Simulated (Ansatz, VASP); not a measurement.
## Two plane-wave programs on Si62C

```xyz
63
Lattice="10.8600 0.0000 0.0000 0.0000 10.8600 0.0000 0.0000 0.0000 10.8600" Properties=species:S:1:pos:R:3 pbc="T T T"
Si    5.4291    0.0009    0.0250
Si    6.8253    1.3047    1.4081
Si    8.1324    2.7212    0.0062
Si    9.5583    4.0613    1.3463
Si    8.1470   -0.1003    2.8236
Si    9.5028    1.3516    4.0722
Si    0.0025   -0.0508    0.0013
Si    1.3776    1.3044    1.3374
Si    2.7227    2.7073   -0.0077
Si    4.1256    4.0524    1.3374
Si    5.4808    5.4275    0.0013
Si    6.8573    6.7927    1.4287
Si    8.1446    8.1454    0.0061
Si    9.4973    9.4327    1.4287
Si    2.7137   -0.0508    2.7125
Si    4.0654    1.3646    4.0779
Si    5.4808    2.7163    2.7125
Si    6.8573    4.1437    4.0777
Si    8.3195    5.4572    2.7422
Si    5.4327   -0.0027    5.4403
Si    6.7682    1.3706    6.8068
Si    8.1446    2.7211    5.4304
Si    9.4973    4.1437    6.7177
Si    8.1347   -0.0027    8.1423
Si    9.4971    1.3646    9.5096
Si    0.0259    5.4041   -0.0559
Si    1.3687    6.7317    1.3463
Si    2.7088    8.1576    0.0062
Si    4.1253    9.4647    1.4081
Si    0.0259    2.6591    2.6891
Si    1.3687    4.0613    4.0167
Si    2.7709    5.4041    2.6891
Si    4.0784    6.7872    4.0722
Si    5.5303    8.1430    2.8236
Si    6.9146    9.3754    4.3706
Si   -0.1086   -0.1003    5.4280
Si    1.3069    1.3047    6.7497
Si    2.7088    2.7212    5.4426
Si    4.1253    4.1231    6.7497
Si    5.5303    5.5386    5.4280
Si    6.9146    7.0856    6.6604
Si    9.2044    9.3754    6.6604
Si    2.6900    0.0009    8.1459
Si    4.0702    1.3598    9.5048
Si    5.4291    2.7400    8.1459
Si    6.8253    4.1231    9.4497
Si    8.1470    5.5386    8.0447
Si    9.5028    6.7872    9.4966
Si   -0.0272    7.9705    2.7422
Si    1.2863    9.4327    4.0777
Si   -0.0272    5.4572    5.2555
Si    1.2863    6.7927    6.7177
Si    2.7089    8.1454    5.4304
Si    4.0594    9.5218    6.8068
Si    0.0025    2.7163    8.0942
Si    1.3776    4.0524    9.4494
Si    2.7137    5.4275    8.0942
Si    4.0654    6.7929    9.5096
Si    5.4327    8.1553    8.1423
Si    6.7682    9.5218    9.5156
Si   -0.1086    8.1430    8.0447
Si    1.3069    9.4647    9.4497
C     7.7544    8.5356    5.8206
```

Alike in both runs: functional PBE; k mesh 1 × 1 × 1; occupations fermi-dirac, width 0.02 eV; no spin polarisation.

Ansatz relaxed the structure, and its values are those at the end. VASP's run is a single point on that final structure, the one shown.

|  | VASP | Ansatz |
| --- | --- | --- |
| version | VASP 6.6.1 | Ansatz 0.2.0 |
| potentials or method | VASP PAW PBE potentials, release 64 (Si, C), cutoff 520 eV | scalar-relativistic, plane waves, PAW |
| valence electrons in the cell | 252 | 252 |

```csv
,VASP,Ansatz,Ansatz less VASP
rms of the force components (eV/Å),0.010,0.010,-0.0006
```
